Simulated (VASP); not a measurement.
SiO2: single point with PBE

Crystal: SiO2.

```
Si O
1.0
     8.23903    0.00000    0.00000
     0.00000    8.23903    0.00000
     0.00000    0.00000    5.55898
Si O
8 16
Direct
  0.31385 0.93126 0.50000
  0.68615 0.93126 0.00000
  0.68615 0.06874 0.50000
  0.93126 0.68615 0.00000
  0.93126 0.31385 0.50000
  0.31385 0.06874 0.00000
  0.06874 0.31385 0.00000
  0.06874 0.68615 0.50000
  0.50000 0.00000 0.50000
  0.23645 0.00000 0.25000
  0.23645 0.00000 0.75000
  0.26575 0.73425 0.50000
  0.76355 0.00000 0.75000
  0.76355 0.00000 0.25000
  0.73425 0.73425 0.00000
  0.50000 0.00000 0.00000
  0.73425 0.26575 0.50000
  0.00000 0.50000 0.00000
  0.00000 0.76355 0.75000
  0.00000 0.76355 0.25000
  0.00000 0.23645 0.25000
  0.00000 0.23645 0.75000
  0.00000 0.50000 0.50000
  0.26575 0.26575 0.00000
```

* Program: VASP 6.6.1
* Task: single point
* Functional: PBE
* Potentials or basis: VASP PAW PBE potentials, release 64 (Si, O)
* Cutoff: 520 eV
* k mesh: 4 × 4 × 4
* Occupations: gaussian, width 0.02 eV
* Spin: no spin polarisation

| Item | Value |
| --- | --- |
| Pressure | 0.2 GPa |
| Largest force | 0.035 eV/Å |
| Band gap on the k mesh | 4.80 eV |

Forces in eV/Å, atoms in the order of the input:
```
Si  -0.005 -0.001  0.000
Si   0.005 -0.001  0.000
Si   0.005  0.001  0.000
Si  -0.001  0.005  0.000
Si  -0.001 -0.005  0.000
Si  -0.005  0.001  0.000
Si   0.001 -0.005  0.000
Si   0.001  0.005  0.000
O    0.000  0.000  0.000
O   -0.007  0.000  0.000
O   -0.007  0.000  0.000
O    0.025 -0.025  0.000
O    0.007  0.000  0.000
O    0.007  0.000  0.000
O   -0.025 -0.025  0.000
O    0.000  0.000  0.000
O   -0.025  0.025  0.000
O    0.000  0.000  0.000
O    0.000  0.007  0.000
O    0.000  0.007  0.000
O    0.000 -0.007  0.000
O    0.000 -0.007  0.000
O    0.000  0.000  0.000
O    0.025  0.025  0.000
```

Stress tensor (GPa, compression positive):
```
0.08 0.00 0.00
0.00 0.08 0.00
0.00 0.00 0.34
```

Levels at points of the mesh, in eV from the valence-band top:
| k point | band 60 | band 61 | band 62 | band 63 | band 64 | band 65 | band 66 | band 67 | band 68 | band 69 |
| --- | --- | --- | --- | --- | --- | --- | --- | --- | --- | --- |
| (0.00, 0.00, 0.00) | -0.48 | -0.19 | -0.19 | -0.05 | 0.00 | 4.80 | 6.47 | 7.18 | 7.46 | 7.46 |
| (0.50, 0.00, 0.00) | -0.55 | -0.37 | -0.13 | -0.09 | -0.04 | 5.64 | 5.80 | 7.04 | 7.33 | 7.47 |
| (0.50, 0.50, 0.00) | -0.56 | -0.56 | -0.08 | -0.06 | -0.06 | 5.95 | 5.95 | 6.82 | 6.91 | 7.43 |
| (0.00, 0.00, 0.50) | -0.60 | -0.36 | -0.36 | -0.19 | -0.19 | 6.11 | 6.11 | 8.05 | 8.05 | 8.28 |
| (0.50, 0.00, 0.50) | -0.61 | -0.40 | -0.40 | -0.27 | -0.27 | 6.77 | 6.77 | 6.86 | 6.86 | 8.17 |
| (0.50, 0.50, 0.50) | -0.57 | -0.42 | -0.42 | -0.37 | -0.37 | 6.35 | 6.35 | 7.58 | 7.58 | 7.90 |

It took 18 min on 1 thread of Intel(R) Xeon(R) Platinum 8375C CPU @ 2.90GHz (Ice Lake) (shared host), peak memory 0.6 GiB.

A k mesh can miss the band edges.
